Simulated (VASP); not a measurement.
# SnO2 (P4_2/mnm) in VASP: notebook

SnO2 is run at these levels: PBEsol, PBE; tasks: single point, relaxation of cell and atoms.

Everything below comes from runs of VASP 6.6.1. Logs are shortened: lines on timing, memory, paths and dates and some standing lists are left out, and cuts for length are marked.

## (1) The cell of the first run

The structure is tetragonal, space group P4_2/mnm (No. 136). Conventional cell: a = 4.749 Å, b = 4.749 Å, c = 3.206 Å, α = 90.00°, β = 90.00°, γ = 90.00°. Within 2.7 Å of Sn (site symmetry mmm) lie 6 O at 2.06 to 2.07 Å. O (site symmetry m2m) has 3 Sn at 2.06 to 2.07 Å and 1 O at 2.60 Å within 2.7 Å.

## (2) Single point, PBEsol

INCAR reads:

```
  ALGO = Normal
  EDIFF = 1E-6
  ENCUT = 520
  GGA = PS
  ISIF = 2
  ISMEAR = -1
  LASPH = True
  LCHARG = True
  LELF = True
  LREAL = False
  LVHAR = True
  LWAVE = False
  NBANDS = 35
  NELM = 60
  PREC = Accurate
  SIGMA = 0.05
```

KPOINTS reads:

```
k-points
0
Gamma
  6 6 8
```

POSCAR reads:

```
SnO2
1.0
    4.7485576374      0.0000000000      0.0000000000
    0.0000000000      4.7485576374      0.0000000000
    0.0000000000      0.0000000000      3.2063726162
Sn O
2 4
Direct
    0.5000000000      0.5000000000      0.5000000000
    0.0000000000      0.0000000000      0.0000000000
    0.8060981432      0.1939018568      0.5000000000
    0.6939018568      0.6939018568      0.0000000000
    0.1939018568      0.8060981432      0.5000000000
    0.3060981432      0.3060981432      0.0000000000
```

Potentials or basis: VASP PAW PBE potentials, release 64 (Sn_d, O).

The run is started by

```bash
cat potpaw_PBE.64/Sn_d/POTCAR potpaw_PBE.64/O/POTCAR > POTCAR
mpirun -np 1 vasp_std > vasp.out
```

OUTCAR:

```text
EDIFF = 1E-6
   ENCUT = 520
   GGA = PS
   ISIF = 2
   ISMEAR = -1
   LASPH = True
   LREAL = False
   NELM = 60
   PREC = Accurate

 ion  position               nearest neighbor table
   1  0.500  0.500  0.500-   3 2.06   5 2.06   4 2.07   6 2.07   4 2.07   6 2.07   2 3.72   2 3.72
                             2 3.72   2 3.72   2 3.72   2 3.72   2 3.72   2 3.72
   2  0.000  0.000  0.000-   4 2.06   6 2.06   5 2.07   3 2.07   3 2.07   5 2.07   1 3.72   1 3.72
                             1 3.72   1 3.72   1 3.72   1 3.72   1 3.72   1 3.72
   3  0.806  0.194  0.500-   1 2.06   2 2.07   2 2.07
   4  0.694  0.694  0.000-   2 2.06   1 2.07   1 2.07
   5  0.194  0.806  0.500-   1 2.06   2 2.07   2 2.07
   6  0.306  0.306  0.000-   2 2.06   1 2.07   1 2.07

  LATTYP: Found a simple tetragonal cell.
 ALAT       =     4.7485576374
 C/A-ratio  =     0.6752308514

  Lattice vectors:

 A1 = (   4.7485576374,   0.0000000000,   0.0000000000)
 A2 = (   0.0000000000,   4.7485576374,   0.0000000000)
 A3 = (   0.0000000000,   0.0000000000,   3.2063726162)

Analysis of symmetry for initial positions (statically):
=====================================================================
 Subroutine PRICEL returns:
 Original cell was already a primitive cell.

 Routine SETGRP: Setting up the symmetry group for a
 simple tetragonal supercell.

 Subroutine GETGRP returns: Found 16 space group operations
 (whereof  8 operations were pure point group operations)
 out of a pool of 16 trial point group operations.

The static configuration has the point symmetry D_2h.
 The point group associated with its full space group is D_4h.

Analysis of symmetry for dynamics (positions and initial velocities):
=====================================================================
 Subroutine PRICEL returns:
 Original cell was already a primitive cell.

 Routine SETGRP: Setting up the symmetry group for a
 simple tetragonal supercell.

 Subroutine GETGRP returns: Found 16 space group operations
 (whereof  8 operations were pure point group operations)
 out of a pool of 16 trial point group operations.

The dynamic configuration has the point symmetry D_2h.
 The point group associated with its full space group is D_4h.

 Subroutine INISYM returns: Found 16 space group operations
 (whereof  8 operations are pure point group operations),
 and found     1 'primitive' translations

----------------------------------------------------------------------------------------

[... 104 lines left out ...]
   IBRION =     -1    ionic relax: 0-MD 1-quasi-New 2-CG
   NFREE  =      0    steps in history (QN), initial steepest desc. (CG)
   ISIF   =      2    stress and relaxation
   ISYM   =      2    0-nonsym 1-usesym 2-fastsym
   POTIM  = 0.5000    time-step for ionic-motion
   TEBEG  =    0.0;   TEEND  =   0.0 temperature during run
   PSTRESS=    0.0 pullay stress
   NELECT =      52.0000    total number of electrons
   NUPDOWN=      -1.0000    fix difference up-down
   EMIN   =  10.00;   EMAX   =-10.00  energy-range for DOS
   EFERMI =   0.00;   METHOD = LEGACY
   ISMEAR =    -1;   SIGMA  =   0.05  broadening in eV -4-tet -1-fermi 0-gaus
   EFERMI_NEDOS =   21; number of points for ismear=-14 and -15
   IALGO  =     38    algorithm
   IMIX   =      4    mixing-type and parameters
     AMIX     =   0.40;   BMIX     =  1.00
     AMIX_MAG =   1.60;   BMIX_MAG =  1.00
  volume/ion in A,a.u.               =      12.05        81.32
  Fermi-wavevector in a.u.,A,eV,Ry     =   1.466775  2.771803 29.271964  2.151429
  Thomas-Fermi vector in A             =   2.582472
   LORBIT       =      0    0 simple, 1 ext, 2 COOP (PROOUT), +10 PAW based schemes
   GGA     = PS    functional components
   LHFCALC =     F    Hartree Fock is set to
   AEXX    =    0.0000 exact exchange contribution
   IVDW    =     0    specifies the selected vdW correction
   LEPSILON=     F    determine dielectric tensor
   LRPA    =     F    only Hartree local field effects (RPA)
 non-spin polarized calculation
  energy-cutoff  :      520.00
  volume of cell :       72.30
 maximum number of plane-waves:      1992
 NGX is ok and might be reduce to    36
   NGX = 17   NGY = 17   NGZ = 11

 number of electron      52.0000000 magnetization

 Free energy of the ion-electron system (eV)
  ---------------------------------------------------
  ext. energy  EPLUGINS =         0.00000000
  ---------------------------------------------------
  free energy    TOTEN  =       -39.66126342 eV

  energy without entropy =      -39.66126304  energy(sigma->0) =      -39.66126323

 E-fermi :   6.4189     XC(G=0): -11.4825

 val. band max:        5.8988842755   @ k =   0.0000   0.0000   0.0000
 cond. band min:       6.9173240451   @ k =   0.0000   0.0000   0.0000
 fundamental gap:      1.0184397697
 Fermi energy:         6.4189142796

 k-point     1 :       0.0000    0.0000    0.0000
  band No.  band energies     occupation
      1     -15.1228      2.00000
      2     -14.3445      2.00000
      3     -14.0917      2.00000
      4     -14.0665      2.00000
      5     -14.0665      2.00000
      6     -14.0028      2.00000
[... 901 lines left out ...]
     34      18.0952      0.00000
     35      18.2595      0.00000

 [... further k-points ...]

------------------------ aborting loop because EDIFF is reached ----------------------------------------

  FORCE on cell =-STRESS in cart. coord.  units (eV):
  Direction    XX          YY          ZZ          XY          YZ          ZX
  --------------------------------------------------------------------------------------
  -------------------------------------------------------------------------------------
  Total        1.1437452      1.1437452      1.2889461      0.0000000      0.0000000      0.0000000
  in kB       25.3455919     25.3455919     28.5632702      0.0000000      0.0000000      0.0000000
  external PRESSURE =      26.4181513 kB  Pullay stress =       0.0000000 kB

 VOLUME and BASIS-vectors are now :
 -----------------------------------------------------------------------------
  energy-cutoff  :      520.00
  volume of cell :       72.30
      direct lattice vectors                 reciprocal lattice vectors
     4.748557637  0.000000000  0.000000000     0.210590263  0.000000000  0.000000000
     0.000000000  4.748557637  0.000000000     0.000000000  0.210590263  0.000000000
     0.000000000  0.000000000  3.206372616     0.000000000  0.000000000  0.311878911

 POSITION                                       TOTAL-FORCE (eV/Angst)
 -----------------------------------------------------------------------------------
      2.37428      2.37428      1.60319        -0.000000     -0.000000      0.000000
      0.00000      0.00000      0.00000        -0.000000     -0.000000      0.000000
      3.82780      0.92075      1.60319        -0.010483      0.010483      0.000000
      3.29503      3.29503      0.00000         0.010483      0.010483      0.000000
      0.92075      3.82780      1.60319         0.010483     -0.010483     -0.000000
      1.45352      1.45352      0.00000        -0.010483     -0.010483     -0.000000
 -----------------------------------------------------------------------------------
    total drift:                                0.000000      0.000000      0.000000

  FREE ENERGIE OF THE ION-ELECTRON SYSTEM (eV)
  ---------------------------------------------------
  free  energy   TOTEN  =       -39.6612634200 eV

  energy  without entropy=      -39.6612630365  energy(sigma->0) =      -39.66126323
```

stdout:

```text
POSCAR found type information on POSCAR SnO
 POSCAR found :  2 types and       6 ions
 scaLAPACK will be used
 -----------------------------------------------------------------------------
|                                                                             |
|                                                                             |
|     You enforced a specific xc type in the INCAR file but a different       |
|     I HOPE YOU KNOW WHAT YOU ARE DOING!                                     |
|                                                                             |
 -----------------------------------------------------------------------------

 LDA part: xc-table for (Slater+PW92), standard interpolation
 POSCAR, INCAR and KPOINTS ok, starting setup
 FFT: planning ... GRIDC
 FFT: planning ... GRID_SOFT
 FFT: planning ... GRID
 WAVECAR not read
 entering main loop
```

Run time: 1.9 min. Hardware: 1 thread of Intel Xeon 8259CL, shared host; peak memory 0.24 GiB.

What came out:

- Free energy: -39.6613 eV
- Pressure: 2.6 GPa
- Largest force: 0.015 eV/Å
- Band gap on the k mesh: 1.02 eV

Forces on the atoms (eV/Å):
```
Sn   0.000  0.000  0.000
Sn   0.000  0.000  0.000
O   -0.010  0.010  0.000
O    0.010  0.010  0.000
O    0.010 -0.010  0.000
O   -0.010 -0.010  0.000
```

Stress tensor (GPa, compression positive):
```
2.53 0.00 0.00
0.00 2.53 0.00
0.00 0.00 2.86
```

Caveat: the PAW data sets were made with another functional, which shifts forces and pressure a little; spin-orbit coupling is left out, which moves the levels of the heavy elements. Expect the measured gap to be larger: semilocal functionals such as PBEsol lack the derivative discontinuity.

## (3) Single point, PBEsol

This run uses another cell than the first one, of 12.18 Å³/atom.

INCAR reads:

```
PREC = Accurate
ENCUT = 520
EDIFF = 1E-6
ISMEAR = -1
SIGMA = 0.05
LREAL = False
LASPH = True
NELM = 100
ALGO = Normal
ISIF = 2
LWAVE = False
LCHARG = False
GGA = PS
NBANDS = 35
```

KPOINTS reads:

```
Automatic mesh
0
Gamma
  6 6 8
```

POSCAR reads:

```
SnO2
1.0
    4.7689954875      0.0000000000      0.0000000000
    0.0000000000      4.7689954875      0.0000000000
    0.0000000000      0.0000000000      3.2120660414
Sn O
2 4
Direct
    0.5000000000      0.5000000000      0.5000000000
    0.0000000000      0.0000000000      0.0000000000
    0.8062762796      0.1937237204      0.5000000000
    0.6937237204      0.6937237204      0.0000000000
    0.1937237204      0.8062762796      0.5000000000
    0.3062762796      0.3062762796      0.0000000000
```

Potentials or basis: VASP PAW PBE potentials, release 64 (Sn_d, O).

The run is started by

```bash
cat potpaw_PBE.64/Sn_d/POTCAR potpaw_PBE.64/O/POTCAR > POTCAR
mpirun -np 1 vasp_std > vasp.out
```

It took 2.1 min on 1 thread of Intel Xeon 8259CL, shared host; peak memory 0.24 GiB.

The run converged. Its results:

- Free energy: -39.6699 eV
- Pressure: 0.7 GPa
- Largest force: 0.015 eV/Å
- Band gap on the k mesh: 0.91 eV

Forces in eV/Å, atoms in the order of the input:
```
Sn   0.000  0.000  0.000
Sn   0.000  0.000  0.000
O   -0.011  0.011  0.000
O    0.011  0.011  0.000
O    0.011 -0.011  0.000
O   -0.011 -0.011  0.000
```

Stress tensor (GPa, compression positive):
```
0.56 0.00 0.00
0.00 0.56 0.00
0.00 0.00 0.87
```

Levels at points of the mesh, in eV from the valence-band top:
| k point | band 22 | band 23 | band 24 | band 25 | band 26 | band 27 | band 28 | band 29 | band 30 | band 31 |
| --- | --- | --- | --- | --- | --- | --- | --- | --- | --- | --- |
| (0.00, 0.00, 0.00) | -1.27 | -1.27 | -0.78 | -0.78 | 0.00 | 0.91 | 5.85 | 6.03 | 6.03 | 10.13 |
| (0.50, 0.00, 0.00) | -1.98 | -1.22 | -1.22 | -0.63 | -0.63 | 4.13 | 4.13 | 6.80 | 6.80 | 10.64 |
| (0.50, 0.50, 0.00) | -1.99 | -1.35 | -1.35 | -0.89 | -0.89 | 4.53 | 4.53 | 7.23 | 7.23 | 10.68 |
| (0.00, 0.00, 0.50) | -2.66 | -1.64 | -1.64 | -1.25 | -1.25 | 5.87 | 5.87 | 9.43 | 9.43 | 10.36 |
| (0.50, 0.00, 0.50) | -1.74 | -1.09 | -1.09 | -0.73 | -0.73 | 6.15 | 6.15 | 7.73 | 7.73 | 10.69 |
| (0.50, 0.50, 0.50) | -2.45 | -0.96 | -0.96 | -0.82 | -0.82 | 4.55 | 4.55 | 8.61 | 8.61 | 10.69 |

Caveat: the PAW data sets were made with another functional, which shifts forces and pressure a little; spin-orbit coupling is left out, which moves the levels of the heavy elements.

## (4) Relaxation of cell and atoms, PBEsol, target pressure 5 GPa, at which the enthalpy is minimised

This run uses another cell than the first one, of 11.92 Å³/atom.

INCAR reads:

```
SYSTEM = SnO2
PREC = Accurate ; ENCUT = 600
EDIFF = 1E-6 ; ISMEAR = -1
SIGMA = 0.05 ; LREAL = .FALSE.
LASPH = .TRUE. ; NELM = 100
ALGO = Normal ; ISIF = 3
LWAVE = .FALSE. ; LCHARG = .FALSE.
GGA = PS ; IBRION = 2
NSW = 60 ; EDIFFG = -0.01
PSTRESS = 50.0
```

KPOINTS reads:

```
regular mesh
0
G
  6 6 8
  0 0 0
```

POSCAR reads:

```
SnO2
1.0
    4.7380000000      0.0000000000      0.0000000000
    0.0000000000      4.7380000000      0.0000000000
    0.0000000000      0.0000000000      3.1865000000
Sn O
2 4
Direct
    0.5000000000      0.5000000000      0.5000000000
    0.0000000000      0.0000000000      0.0000000000
    0.8071000000      0.1929000000      0.5000000000
    0.6929000000      0.6929000000      0.0000000000
    0.1929000000      0.8071000000      0.5000000000
    0.3071000000      0.3071000000      0.0000000000
```

The run is started by

```bash
cat potpaw_PBE.64/Sn_d/POTCAR potpaw_PBE.64/O/POTCAR > POTCAR
mpirun -np 1 vasp_std > vasp.out
```

Run time: 3.5 min. Hardware: 1 thread of Intel Xeon 6975P-C (Granite Rapids), shared host; peak memory 0.27 GiB.

It converged, with:

```yaml
Free_energy: -39.6481 eV
Relaxed_volume: 11.90 Å³/atom
Relaxed_cell: a = 4.723 Å, b = 4.723 Å, c = 3.201 Å, α = 90.00°, β = 90.00°, γ = 90.00°
Space_group_after_relaxing_to_0.1_Å: P4_2/mnm (No. 136)
Energy_change_on_relaxing_the_run_minimises_the_enthalpy: -0.4 meV/atom
Ionic_steps: 6
Pressure_after_relaxing: 5.0 GPa
Largest_force_after_relaxing: 0.004 eV/Å
Band_gap_on_the_k_mesh: 1.15 eV
```

Forces in eV/Å, atoms in the order of the input:
```
Sn   0.000  0.000  0.000
Sn   0.000  0.000  0.000
O    0.003 -0.003  0.000
O   -0.003 -0.003  0.000
O   -0.003  0.003  0.000
O    0.003  0.003  0.000
```

Step by step:
| step | energy change (eV) | largest force (eV/Å) | pressure (GPa) | volume (Å³) |
| --- | --- | --- | --- | --- |
| 1 | 0.0000 | 0.2277 | 5.24 | 71.53 |
| 2 | -0.0107 | 0.0760 | 4.01 | 71.71 |
| 3 | -0.0099 | 0.0027 | 4.30 | 71.67 |
| 4 | 0.0052 | 0.0275 | 5.67 | 71.18 |
| 5 | -0.0027 | 0.0124 | 5.01 | 71.41 |
| 6 | -0.0026 | 0.0041 | 5.02 | 71.41 |

Final structure:
```
Sn O
1.0
     4.72311    0.00000    0.00000
     0.00000    4.72311    0.00000
     0.00000    0.00000    3.20119
Sn O
2 4
Direct
  0.50000 0.50000 0.50000
  0.00000 0.00000 0.00000
  0.80583 0.19417 0.50000
  0.69417 0.69417 0.00000
  0.19417 0.80583 0.50000
  0.30583 0.30583 0.00000
```

Levels at points of the mesh, in eV from the valence-band top:
| k point | band 22 | band 23 | band 24 | band 25 | band 26 | band 27 | band 28 | band 29 | band 30 | band 31 |
| --- | --- | --- | --- | --- | --- | --- | --- | --- | --- | --- |
| (0.00, 0.00, 0.00) | -1.27 | -1.27 | -0.79 | -0.79 | 0.00 | 1.15 | 6.01 | 6.11 | 6.11 | 10.24 |
| (0.50, 0.00, 0.00) | -2.01 | -1.23 | -1.23 | -0.64 | -0.64 | 4.37 | 4.37 | 6.89 | 6.89 | 10.93 |
| (0.50, 0.50, 0.00) | -2.05 | -1.36 | -1.36 | -0.90 | -0.90 | 4.77 | 4.77 | 7.37 | 7.37 | 10.95 |
| (0.00, 0.00, 0.50) | -2.68 | -1.71 | -1.71 | -1.28 | -1.28 | 6.12 | 6.12 | 9.61 | 9.61 | 10.46 |
| (0.50, 0.00, 0.50) | -1.77 | -1.12 | -1.12 | -0.70 | -0.70 | 6.41 | 6.41 | 7.95 | 7.95 | 10.84 |
| (0.50, 0.50, 0.50) | -2.40 | -0.97 | -0.97 | -0.84 | -0.84 | 4.76 | 4.76 | 8.74 | 8.74 | 10.85 |

Caveat: the cell is relaxed towards a set pressure, so the run minimises the enthalpy, not the energy; the PAW data sets were made with another functional, which shifts forces and pressure a little; spin-orbit coupling is left out, which moves the levels of the heavy elements.

(Continued in part 2 of 2.)
